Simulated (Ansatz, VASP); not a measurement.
**Two plane-wave programs on EuO**

```
Eu O
1.0
     0.00000    2.57092    2.57092
     2.57092    0.00000    2.57092
     2.57092    2.57092    0.00000
Eu O
1 1
Direct
  0.00000 0.00000 0.00000
  0.50000 0.50000 0.50000
```

Alike in both runs: task single point; functional PBE; k mesh 10 × 10 × 10; occupations gaussian, width 0.05 eV; collinear spin; Hubbard terms Eu f U = 6.0 eV.

|  | VASP | Ansatz |
| --- | --- | --- |
| version | VASP 6.6.1 | Ansatz 0.2.0 |
| potentials or method | VASP PAW PBE potentials, release 64 (Eu, O), cutoff 600 eV | scalar-relativistic, plane waves, PAW |
| valence electrons in the cell | 23 | 23 |

```tsv
	VASP	Ansatz	Ansatz less VASP
pressure (GPa)	1.3	1.8	+0.49
net moment per atom (μB)	3.50	3.50	0.000
size of the moment on the site where the two differ most (μB)	6.73	6.75	+0.028
```

Site moments also hang on the region over which each program counts them. The programs project onto different local orbitals, so the same U acts differently, and such runs can settle in different states. Ansatz's warnings: stability check not made.

Neither program's run includes spin-orbit coupling.
